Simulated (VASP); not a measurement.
# Na (Im-3m) in VASP: a series of runs

Na is run at these levels: r2SCAN; tasks: single point, relaxation of cell and atoms.

Everything below comes from runs of VASP 6.6.1. Logs are shortened: lines on timing, memory, paths and dates and some standing lists are left out, and cuts for length are marked.

### Step 1. The cell of the first run

It takes space group Im-3m (No. 229, cubic). Conventional cell: a = 4.220 Å, b = 4.220 Å, c = 4.220 Å, α = 90.00°, β = 90.00°, γ = 90.00°. Within 4.8 Å of Na (site symmetry m-3m) lie 14 Na at 3.66 to 4.22 Å.

### Step 2. Single point, r2SCAN

POSCAR reads:

```
Na
1.0
    3.6550105674     -0.0000000202     -0.0000000351
   -1.2183368367      3.4459770168     -0.0000000351
   -1.2183368367     -1.7229884578      2.9843036666
Na
1
Direct
    0.0000000000      0.0000000000      0.0000000000
```

INCAR.step1 reads:

```
ALGO     = Normal         # electronic algorithm
EDIFF    = 1E-4           # SCF threshold, eV
ENCUT    = 520            # plane-wave cutoff, eV
GGA      = PE             # functional
ISMEAR   = -1             # smearing method
LASPH    = T              # aspherical terms in the spheres
LCHARG   = F              # write CHGCAR
LREAL    = F              # projectors in reciprocal space
LWAVE    = T              # write WAVECAR
NBANDS   = 10             # bands
NELM     = 80             # most SCF steps
PREC     = Accurate       # precision mode
SIGMA    = 0.05           # smearing width, eV
```

INCAR.step2 reads:

```
ALGO     = Normal         # electronic algorithm
EDIFF    = 1E-6           # SCF threshold, eV
ENCUT    = 520            # plane-wave cutoff, eV
ISIF     = 2              # what is computed and relaxed
ISMEAR   = -1             # smearing method
ISTART   = 1            
LASPH    = T              # aspherical terms in the spheres
LCHARG   = F              # write CHGCAR
LMIXTAU  = T            
LREAL    = F              # projectors in reciprocal space
LWAVE    = F              # write WAVECAR
METAGGA  = R2SCAN         # meta-GGA
NBANDS   = 10             # bands
NELM     = 80             # most SCF steps
PREC     = Accurate       # precision mode
SIGMA    = 0.05           # smearing width, eV
```

KPOINTS reads:

```
k-points
0
Gamma
  7 7 7
```

Potentials or basis: VASP PAW PBE potentials, release 64 (Na_pv).

Launch:

```console
$ cat potpaw_PBE.64/Na_pv/POTCAR > POTCAR
$ cp INCAR.step1 INCAR
$ mpirun -np 1 vasp_std > vasp.out
$ cp INCAR.step2 INCAR
$ mpirun -np 1 vasp_std > vasp.out
```

OUTCAR:

```text
EDIFF = 1E-6
   ENCUT = 520
   ISIF = 2
   ISMEAR = -1
   ISTART = 1
   LASPH = T
   LREAL = F
   METAGGA = R2SCAN
   NELM = 80
   PREC = Accurate

 ion  position               nearest neighbor table
   1  0.000  0.000  0.000-

  LATTYP: Found a body centered cubic cell.
 ALAT       =     4.2204426700

  Lattice vectors:

 A1 = (   3.6550105674,  -0.0000000202,  -0.0000000351)
 A2 = (  -1.2183368367,   3.4459770168,  -0.0000000351)
 A3 = (  -1.2183368367,  -1.7229884578,   2.9843036666)

Analysis of symmetry for initial positions (statically):
=====================================================================
 Subroutine PRICEL returns:
 Original cell was already a primitive cell.

 Routine SETGRP: Setting up the symmetry group for a
 body centered cubic supercell.

 Subroutine GETGRP returns: Found 48 space group operations
 (whereof 48 operations were pure point group operations)
 out of a pool of 48 trial point group operations.

The static configuration has the point symmetry O_h .

Analysis of symmetry for dynamics (positions and initial velocities):
=====================================================================
 Subroutine PRICEL returns:
 Original cell was already a primitive cell.

 Routine SETGRP: Setting up the symmetry group for a
 body centered cubic supercell.

 Subroutine GETGRP returns: Found 48 space group operations
 (whereof 48 operations were pure point group operations)
 out of a pool of 48 trial point group operations.

The dynamic configuration has the point symmetry O_h .

 Subroutine INISYM returns: Found 48 space group operations
 (whereof 48 operations are pure point group operations),
 and found     1 'primitive' translations

----------------------------------------------------------------------------------------

                                     Primitive cell

  volume of cell :      37.5876

  direct lattice vectors                    reciprocal lattice vectors
     3.655010567 -0.000000020 -0.000000035     0.273597022  0.096731155  0.167543270
    -1.218336837  3.445977017 -0.000000035     0.000000003  0.290193465  0.167543270
    -1.218336837 -1.722988458  2.984303667     0.000000003  0.000000005  0.335086547

  length of vectors
     3.655010567  3.655010567  3.655010567     0.335086547  0.335086547  0.335086547

  position of ions in fractional coordinates (direct lattice)
     0.000000000  0.000000000  0.000000000

  ion indices of the primitive-cell ions
   primitive index   ion index
                 1           1

----------------------------------------------------------------------------------------

 KPOINTS: k-points

Automatic generation of k-mesh.
 Grid dimensions read from file:
 generate k-points for:    7    7    7

 Generating k-lattice:

  Cartesian coordinates                     Fractional coordinates (reciprocal lattice)
     0.039085289  0.013818736  0.023934753     0.142857143 -0.000000000  0.000000000
     0.000000000  0.041456209  0.023934753    -0.000000000  0.142857143  0.000000000
     0.000000000  0.000000001  0.047869507     0.000000000  0.000000000  0.142857143

  Length of vectors
     0.047869507  0.047869507  0.047869507

  Shift w.r.t. Gamma in fractional coordinates (k-lattice)
     0.000000000  0.000000000  0.000000000

 Subroutine IBZKPT returns following result:
 ===========================================

 Found     20 irreducible k-points:

 Following reciprocal coordinates:
            Coordinates               Weight
  0.000000  0.000000  0.000000      1.000000
  0.142857 -0.000000  0.000000     12.000000
  0.285714 -0.000000  0.000000     12.000000
  0.428571  0.000000  0.000000     12.000000
  0.142857  0.142857  0.000000     24.000000
  0.285714  0.142857  0.000000     48.000000
[... 12 lines left out ...]
 -0.428571 -0.428571  0.285714      8.000000
 -0.428571  0.428571  0.428571      6.000000
   k-points           NKPTS =     20   k-points in BZ     NKDIM =     20   number of bands    NBANDS=     10
   number of dos      NEDOS =    301   number of ions     NIONS =      1
   total plane-waves  NPLWV =  21952
   dimension x,y,z NGX =    28 NGY =   28 NGZ =   28
   dimension x,y,z NGXF=    56 NGYF=   56 NGZF=   56
   ions per type =               1
   NGX,Y,Z   is equivalent  to a cutoff of  12.74, 12.74, 12.74 a.u.
   NGXF,Y,Z  is equivalent  to a cutoff of  25.47, 25.47, 25.47 a.u.
 SYSTEM =  unknown system
   PREC   = accura    normal or accurate (medium, high low for compatibility)
   ISTART =      1    job   : 0-new  1-cont  2-samecut
   ICHARG =      0    charge: 1-file 2-atom 10-const
   ISPIN  =      1    spin polarized calculation?
   LNONCOLLINEAR =      F non collinear calculations
   LSORBIT =      F    spin-orbit coupling
   LASPH  =      T    aspherical Exc in radial PAW
   ENCUT  =  520.0 eV  38.22 Ry    6.18 a.u.   6.80  6.80  6.80*2*pi/ulx,y,z
   NELM   =     80;   NELMIN=  2; NELMDL=  0     # of ELM steps
   EDIFF  = 0.1E-05   stopping-criterion for ELM
   LREAL  =      F    real-space projection
   EDIFFG = 0.1E-04   stopping-criterion for IOM
   NSW    =      0    number of steps for IOM
   IBRION =     -1    ionic relax: 0-MD 1-quasi-New 2-CG
   NFREE  =      0    steps in history (QN), initial steepest desc. (CG)
   ISIF   =      2    stress and relaxation
   ISYM   =      2    0-nonsym 1-usesym 2-fastsym
   POTIM  = 0.5000    time-step for ionic-motion
   TEBEG  =    0.0;   TEEND  =   0.0 temperature during run
   PSTRESS=    0.0 pullay stress
   NELECT =       7.0000    total number of electrons
   NUPDOWN=      -1.0000    fix difference up-down
   EMIN   =  10.00;   EMAX   =-10.00  energy-range for DOS
   EFERMI =   0.00;   METHOD = LEGACY
   ISMEAR =    -1;   SIGMA  =   0.05  broadening in eV -4-tet -1-fermi 0-gaus
   EFERMI_NEDOS =   21; number of points for ismear=-14 and -15
   IALGO  =     38    algorithm
   IMIX   =      4    mixing-type and parameters
     AMIX     =   0.40;   BMIX     =  1.00
     AMIX_MAG =   1.60;   BMIX_MAG =  1.00
  volume/ion in A,a.u.               =      37.59       253.65
  Fermi-wavevector in a.u.,A,eV,Ry     =   0.934888  1.766682 11.891699  0.874015
  Thomas-Fermi vector in A             =   2.061739
   LORBIT       =      0    0 simple, 1 ext, 2 COOP (PROOUT), +10 PAW based schemes
   METAGGA = R2SCAN    functional components
   LHFCALC =     F    Hartree Fock is set to
   AEXX    =    0.0000 exact exchange contribution
   IVDW    =     0    specifies the selected vdW correction
   LEPSILON=     F    determine dielectric tensor
   LRPA    =     F    only Hartree local field effects (RPA)
 non-spin polarized calculation
  energy-cutoff  :      520.00
  volume of cell :       37.59
 maximum number of plane-waves:      1025
   NGX = 13   NGY = 13   NGZ = 13

 number of electron       7.0000010 magnetization

 Free energy of the ion-electron system (eV)
  ---------------------------------------------------
  ext. energy  EPLUGINS =         0.00000000
  ---------------------------------------------------
  free energy    TOTEN  =        -3.55766026 eV

  energy without entropy =       -3.55289610  energy(sigma->0) =       -3.55527818

 E-fermi :   0.2495     XC(G=0):  -6.8796

 val. band max:        0.1682124717   @ k =  -0.2857   0.4286   0.1429
 cond. band min:       0.5140257615   @ k =  -0.4286   0.4286   0.1429
 fundamental gap:      0.3458132898
 Fermi energy:         0.2494646729

 k-point     1 :       0.0000    0.0000    0.0000
  band No.  band energies     occupation
      1     -25.7139      2.00000
      2     -25.7139      2.00000
      3     -25.7137      2.00000
      4      -3.1508      2.00000
      5      12.6351      0.00000
      6      12.6356      0.00000
      7      12.6356      0.00000
      8      13.8385      0.00000
      9      13.8385      0.00000
     10      14.4477      0.00000

 k-point     2 :       0.1429   -0.0000    0.0000
  band No.  band energies     occupation
      1     -25.7203      2.00000
      2     -25.7160      2.00000
      3     -25.7139      2.00000
      4      -2.7713      2.00000
      5       9.5147      0.00000
      6      11.1519      0.00000
      7      11.8050      0.00000
      8      12.2498      0.00000
      9      13.0219      0.00000
     10      15.0637      0.00000

 k-point     3 :       0.2857   -0.0000    0.0000
  band No.  band energies     occupation
      1     -25.7349      2.00000
      2     -25.7209      2.00000
      3     -25.7139      2.00000
      4      -1.6489      2.00000
      5       5.8432      0.00000
      6       9.7320      0.00000
      7      10.8225      0.00000
      8      10.9724      0.00000
      9      12.2185      0.00000
     10      15.8799      0.00000

 k-point     4 :       0.4286    0.0000    0.0000
  band No.  band energies     occupation
      1     -25.7465      2.00000
      2     -25.7248      2.00000
      3     -25.7139      2.00000
      4       0.1584      1.72147
      5       2.7546      0.00000
      6       9.0051      0.00000
      7      10.3026      0.00000
      8      10.3329      0.00000
      9      11.5949      0.00000
     10      17.1048      0.00000
[... 170 lines left out ...]
 k-point    18 :      -0.4286    0.4286    0.2857
  band No.  band energies     occupation
      1     -25.7412      2.00000
      2     -25.7329      2.00000
      3     -25.7291      2.00000
      4       1.5675      0.00000
      5       4.0697      0.00000
      6       6.3503      0.00000
      7       7.0112      0.00000
      8       9.4016      0.00000
      9      12.3034      0.00000
     10      15.6074      0.00000

 k-point    19 :      -0.4286   -0.4286    0.2857
  band No.  band energies     occupation
      1     -25.7391      2.00000
      2     -25.7389      2.00000
      3     -25.7304      2.00000
      4       3.3447      0.00000
      5       3.3448      0.00000
      6       4.6661      0.00000
      7       8.2590      0.00000
      8       8.2591      0.00000
      9      10.8734      0.00000
     10      15.9333      0.00000

 k-point    20 :      -0.4286    0.4286    0.4286
  band No.  band energies     occupation
      1     -25.7384      2.00000
      2     -25.7374      2.00000
      3     -25.7372      2.00000
      4       3.2595      0.00000
      5       5.1743      0.00000
      6       5.7170      0.00000
      7       5.7172      0.00000
      8       6.9854      0.00000
      9       9.9012      0.00000
     10      19.0983      0.00000

------------------------ aborting loop because EDIFF is reached ----------------------------------------

  FORCE on cell =-STRESS in cart. coord.  units (eV):
  Direction    XX          YY          ZZ          XY          YZ          ZX
  --------------------------------------------------------------------------------------
  -------------------------------------------------------------------------------------
  Total        0.0244650      0.0244650      0.0244650      0.0000000     -0.0000000     -0.0000000
  in kB        1.0428264      1.0428264      1.0428264      0.0000000     -0.0000000     -0.0000000
  external PRESSURE =       1.0428264 kB  Pullay stress =       0.0000000 kB

 VOLUME and BASIS-vectors are now :
 -----------------------------------------------------------------------------
  energy-cutoff  :      520.00
  volume of cell :       37.59
      direct lattice vectors                 reciprocal lattice vectors
     3.655010567 -0.000000020 -0.000000035     0.273597022  0.096731155  0.167543270
    -1.218336837  3.445977017 -0.000000035     0.000000003  0.290193465  0.167543270
    -1.218336837 -1.722988458  2.984303667     0.000000003  0.000000005  0.335086547

 POSITION                                       TOTAL-FORCE (eV/Angst)
 -----------------------------------------------------------------------------------
      0.00000      0.00000      0.00000         0.000000      0.000000     -0.000000
 -----------------------------------------------------------------------------------
    total drift:                                0.000000      0.000000      0.000000

  FREE ENERGIE OF THE ION-ELECTRON SYSTEM (eV)
  ---------------------------------------------------
  free  energy   TOTEN  =        -3.5576602563 eV

  energy  without entropy=       -3.5528961041  energy(sigma->0) =       -3.55527818
```

Run time: 31 s. Hardware: 1 thread of Oxide Virtual Turin-like, shared host; peak memory 0.12 GiB.

What came out:

- Free energy: -3.5577 eV
- Pressure: 0.1 GPa
- Band gap on the k mesh: zero (an odd number of electrons rules out a gap without spin polarisation)

Caveat: the PAW data sets were made with another functional, which shifts forces and pressure a little.

### Step 3. Relaxation of cell and atoms, r2SCAN

This run uses another cell than the first one, of 39.26 Å³/atom.

POSCAR reads:

```
Na
1.0
    3.7083210290     -0.0000000205     -0.0000000356
   -1.2361069903      3.4962386021     -0.0000000356
   -1.2361069903     -1.7481192497      3.0278314768
Na
1
Direct
    0.0000000000      0.0000000000      0.0000000000
```

INCAR.step1 reads:

```
SYSTEM = Na
ALGO     = Normal         ! electronic algorithm
EDIFF    = 1E-4           ! SCF threshold, eV
ENCUT    = 600            ! plane-wave cutoff, eV
GGA      = PE             ! functional
ISMEAR   = -1             ! smearing method
LASPH    = .True.         ! aspherical terms in the spheres
LCHARG   = .False.        ! write CHGCAR
LREAL    = .False.        ! projectors in reciprocal space
LWAVE    = .True.         ! write WAVECAR
NELM     = 60             ! most SCF steps
PREC     = Accurate       ! precision mode
SIGMA    = 0.05           ! smearing width, eV
```

INCAR.step2 reads:

```
SYSTEM = Na
ALGO     = Normal         ! electronic algorithm
EDIFF    = 1E-7           ! SCF threshold, eV
EDIFFG   = -0.01          ! ionic threshold
ENCUT    = 600            ! plane-wave cutoff, eV
IBRION   = 2              ! ionic algorithm
ISIF     = 3              ! what is computed and relaxed
ISMEAR   = -1             ! smearing method
ISTART   = 1            
LASPH    = .True.         ! aspherical terms in the spheres
LCHARG   = .False.        ! write CHGCAR
LMIXTAU  = .True.       
LREAL    = .False.        ! projectors in reciprocal space
LWAVE    = .False.        ! write WAVECAR
METAGGA  = R2SCAN         ! meta-GGA
NELM     = 60             ! most SCF steps
NSW      = 80             ! ionic steps
PREC     = Accurate       ! precision mode
SIGMA    = 0.05           ! smearing width, eV
```

KPOINTS reads:

```
k-points
0
Gamma
  7 7 7
  0 0 0
```

Potentials or basis: VASP PAW PBE potentials, release 64 (Na_pv).

Launch:

```console
$ cat potpaw_PBE.64/Na_pv/POTCAR > POTCAR
$ cp INCAR.step1 INCAR
$ mpirun -np 1 vasp_std > vasp.out
$ cp INCAR.step2 INCAR
$ mpirun -np 1 vasp_std > vasp.out
```

Run time: 3.9 min. Hardware: 1 thread of Oxide Virtual Turin-like, shared host; peak memory 0.14 GiB.

The run converged. Its results:

| Property | Result |
| --- | --- |
| Free energy | -3.5580 eV |
| Relaxed volume | 37.80 Å³/atom |
| Relaxed cell | a = 3.662 Å, b = 3.662 Å, c = 3.662 Å, α = 109.47°, β = 109.47°, γ = 109.47° |
| Space group after relaxing (to 0.1 Å) | Im-3m (No. 229) |
| Energy gained by relaxing | 1.3 meV/atom |
| Ionic steps | 5 |
| Pressure after relaxing | 0.0 GPa |
| Band gap on the k mesh | zero (an odd number of electrons rules out a gap without spin polarisation) |

The path:
```
step  energy change (eV)  largest force (eV/Å)  pressure (GPa)  volume (Å³)
   1              0.0000                0.0000           -0.28        39.26
   2             -0.0006                0.0000           -0.17        38.87
   3             -0.0008                0.0000           -0.13        38.71
   4             -0.0011                0.0000           -0.06        38.40
   5             -0.0013                0.0000            0.00        37.80
```

Final structure:
```xyz
1
Lattice="3.6617 0.0000 0.0000 -1.2206 3.4523 0.0000 -1.2206 -1.7262 2.9898" Properties=species:S:1:pos:R:3 pbc="T T T"
Na    0.0000    0.0000    0.0000
```

Levels at points of the mesh, in eV from the Fermi level:
```
           k point  band 1  band 2  band 3  band 4  band 5  band 6  band 7
(0.00, 0.00, 0.00)  -25.97  -25.97  -25.97   -3.39   12.35   12.35   12.35
```

Caveat: the PAW data sets were made with another functional, which shifts forces and pressure a little.
